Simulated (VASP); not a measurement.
Here is a VASP 6.6.1 calculation.

Contents of INCAR:

```
ALGO = Normal
EDIFF = 1E-6
ENCUT = 520
GGA = PE
ISIF = 2
ISMEAR = 0
LASPH = True
LCHARG = False
LREAL = False
LWAVE = False
NBANDS = 26
NELM = 100
PREC = Accurate
SIGMA = 0.15
```

The input KPOINTS:

```
k-points
0
Gamma
  12 12 6
```

Contents of POSCAR:

```
CdInS2
1.0
    4.0863836495      0.0000000000      0.0000000000
   -2.0431918247      3.5389120501      0.0000000000
    0.0000000000      0.0000000000      6.1115953862
Cd In S
1 1 2
Direct
    0.0000000000      0.0000000000      0.0000000000
    0.0000000000      0.0000000000      0.5000000000
    0.6666666667      0.3333333333      0.7823009908
    0.3333333333      0.6666666667      0.2176990092
```

Potentials or basis: VASP PAW PBE potentials, release 64 (Cd, In_d, S).

The run is started by

```console
$ cat potpaw_PBE.64/Cd/POTCAR potpaw_PBE.64/In_d/POTCAR potpaw_PBE.64/S/POTCAR > POTCAR
$ mpirun -np 1 vasp_std > vasp.out
```

Problem. What does it give for the largest force?

Solution. 0.671 eV/Å.

Problem. Estimate the band gap on the k mesh.

Solution. Zero (an odd number of electrons rules out a gap without spin polarisation).

Forces on the atoms (eV/Å):
```
Cd   0.000  0.000  0.000
In   0.000  0.000  0.000
S    0.000  0.000 -0.671
S    0.000  0.000  0.671
```

Caveat: spin-orbit coupling is left out, which moves the levels of the heavy elements; an odd number of electrons without spin polarisation forces a metal; a magnetic or distorted state may lie lower.
